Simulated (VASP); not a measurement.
MgO: single point with PBE

Crystal: MgO.

```
Mg O
1.0
     0.01872    2.09986    2.09986
     2.09986    0.01872    2.09986
     2.09986    2.09986    0.01872
Mg O
1 1
Direct
  0.00000 0.00000 0.00000
  0.50000 0.50000 0.50000
```

This cell differs from its parent crystal: epitaxial 111 strain -1.0%.

| Quantity | Value |
| --- | --- |
| Program | VASP 6.6.1 |
| Task | single point |
| Functional | PBE |
| Potentials or basis | VASP PAW PBE potentials, release 64 (Mg, O) |
| Cutoff | 520 eV |
| k mesh | 6 × 6 × 6 |
| Occupations | gaussian, width 0.01 eV |
| Spin | no spin polarisation |
| Dipole correction | no |
| Further INCAR settings | ALGO = Normal; EDIFF = 1e-07; NBANDS = 11 |

```yaml
Pressure: 7.9 GPa
Band_gap_on_the_k_mesh: 4.91 eV, direct
```

Stress tensor (GPa, compression positive):
```
 7.89 -1.38 -1.38
-1.38  7.89 -1.38
-1.38 -1.38  7.89
```

Levels at points of the mesh, in eV from the valence-band top:
```
           k point  band 1  band 2  band 3  band 4  band 5  band 6  band 7  band 8  band 9
(0.00, 0.00, 0.00)  -17.41   -0.10    0.00    0.00    4.91   15.63   16.02   16.02   19.86
(0.50, 0.00, 0.00)  -16.06   -4.73   -0.77   -0.70    7.97   12.87   16.36   16.53   21.15
(0.50, 0.50, 0.00)  -15.81   -4.21   -1.47   -1.36    9.10   10.19   13.30   19.19   19.37
(0.50, 0.50, 0.50)  -16.11   -4.80   -0.65   -0.65    8.10   12.68   16.70   16.70   21.32
```

It used 4.9 s of CPU time on 1 thread of Intel Xeon 6975P-C, with other jobs on the host.

Caveat: the k points lie up to 0.44 Å⁻¹ apart; the cell differs from its parent crystal (epitaxial 111 strain -1.0%).
